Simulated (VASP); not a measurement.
A run of VASP 6.6.1 is set up as follows.

The input INCAR:

```
SYSTEM = Au
PREC = Accurate
ENCUT = 520
EDIFF = 1E-7
ISMEAR = -1
SIGMA = 0.1
LREAL = .False.
LASPH = .True.
NELM = 80
ALGO = Normal
ISIF = 2
LWAVE = .False.
LCHARG = .False.
GGA = RE
NBANDS = 30
```

The input KPOINTS:

```
regular mesh
0
Gamma
  14 14 4
  0 0 0
```

Contents of POSCAR:

```
Au
1.0
    2.8974743390      0.0000000000      0.0000000000
   -1.4487371695      2.5092863844      0.0000000000
    0.0000000000      0.0000000000      9.6969993848
Au
4
Direct
    0.0000000000      1.0000000000      1.0000000000
    0.0000000000      1.0000000000      0.5000000000
    0.3333333333      0.6666666667      0.2500000000
    0.6666666667      0.3333333333      0.7500000000
```

Potentials or basis: VASP PAW PBE potentials, release 64 (Au).

Command:

```sh
$ cat potpaw_PBE.64/Au/POTCAR > POTCAR
$ mpirun -np 1 vasp_std > vasp.out
```

Task: Predict the pressure.

Result: 5.6 GPa.

Task: Estimate the band gap on the k mesh.

Result: Zero (bands 22 and 23 overlap by 4.82 eV).

Stress tensor (GPa, compression positive):
```
5.95 0.00 0.00
0.00 5.95 0.00
0.00 0.00 4.85
```

Caveat: the cell stands under pressure; the PAW data sets were made with another functional, which shifts forces and pressure a little; spin-orbit coupling is left out, which moves the levels of the heavy elements.
